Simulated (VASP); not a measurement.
Crystal: SiGe2.

```
Si Ge
1.0
     0.00000    2.89142    2.89142
     2.89142    0.00000    2.89142
     2.89142    2.89142    0.00000
Si Ge
1 2
Direct
  0.00000 0.00000 0.00000
  0.75000 0.75000 0.75000
  0.25000 0.25000 0.25000
```

- Program: VASP 6.6.1
- Task: relaxation of cell and atoms
- Functional: PBEsol
- Potentials or basis: VASP PAW PBE potentials, release 64 (Si, Ge_d)
- Cutoff: 600 eV
- k mesh: 6 × 6 × 6
- Occupations: gaussian, width 0.1 eV
- Spin: no spin polarisation

At the start: pressure 16.9 GPa; volume 16.12 Å³/atom.

Task: How do energy, volume and symmetry change on relaxing?

Result: Over 3 steps the energy falls by 142.6 meV/atom and the volume is 19.22 Å³/atom (+19.3 %); space group Fm-3m (No. 225, to 0.05 Å).

The path:
```
step  energy change (eV)  largest force (eV/Å)  pressure (GPa)  volume (Å³)
   1              0.0000                0.0000           16.90        48.35
   2             -0.3865                0.0000           -3.41        61.24
   3             -0.4279                0.0000           -0.10        57.65
```

Final structure:
```
Si Ge
1.0
     0.00000    3.06618    3.06618
     3.06618    0.00000    3.06618
     3.06618    3.06618    0.00000
Si Ge
1 2
Direct
  0.00000 0.00000 0.00000
  0.75000 0.75000 0.75000
  0.25000 0.25000 0.25000
```

Caveat: the volume moved by over 15 % at a fixed basis, so the end points are rough; the PAW data sets were made with another functional, which shifts forces and pressure a little.
